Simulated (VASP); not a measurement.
Here is a VASP 6.6.1 calculation.

Contents of INCAR:

```
SYSTEM = Si2Mo
ALGO = Normal
EDIFF = 1E-6
ENCUT = 500
GGA = PS
GGA_COMPAT = .False.
ISIF = 2
ISMEAR = -1
LASPH = .True.
LCHARG = .False.
LREAL = .False.
LWAVE = .False.
NBANDS = 43
NELM = 120
PREC = Accurate
SIGMA = 0.05
```

File KPOINTS:

```
k-points
0
Gamma
  7 7 4
  0 0 0
```

POSCAR

```
Si2Mo
1.0
    4.5854715599      0.0000000000      0.0000000000
   -2.2927357800      3.9711348592      0.0000000000
    0.0000000000      0.0000000000      6.5797601000
Mo Si
3 6
Direct
    0.5143700000      0.5086720000      0.8308830000
   -0.0002030000      0.5120570000      0.1692280000
    0.5012730000     -0.0111650000      0.5006990000
    0.1592990000      0.3265280000      0.4904660000
    0.6800010000      0.8371490000      0.1584730000
    0.8333150000      0.1682620000      0.8340370000
    0.8313390000      0.6752710000      0.4959280000
    0.3312070000      0.1603700000      0.1631710000
    0.1594850000      0.8306400000      0.8336350000
```

Potentials or basis: VASP PAW PBE potentials, release 64 (Mo_sv, Si).

The run is started by

```bash
$ cat potpaw_PBE.64/Mo_sv/POTCAR potpaw_PBE.64/Si/POTCAR > POTCAR
$ mpirun -np 1 vasp_std > vasp.out
```

Question: Estimate the largest force.

Answer: 1.369 eV/Å.

Question: Estimate the pressure.

Answer: -0.4 GPa.

Forces in eV/Å, atoms in the order of the input:
```
Mo  -0.886 -0.815  0.208
Mo   0.760 -0.951 -0.625
Mo  -0.670  0.901 -0.428
Si   0.316 -0.016  0.705
Si  -0.435  0.173  0.574
Si   0.334  0.070 -0.227
Si   0.315 -0.122  0.212
Si   0.024  0.367  0.085
Si   0.243  0.394 -0.505
```

Caveat: the cell differs from its parent crystal (atoms moved at random); the PAW data sets were made with another functional, which shifts forces and pressure a little.
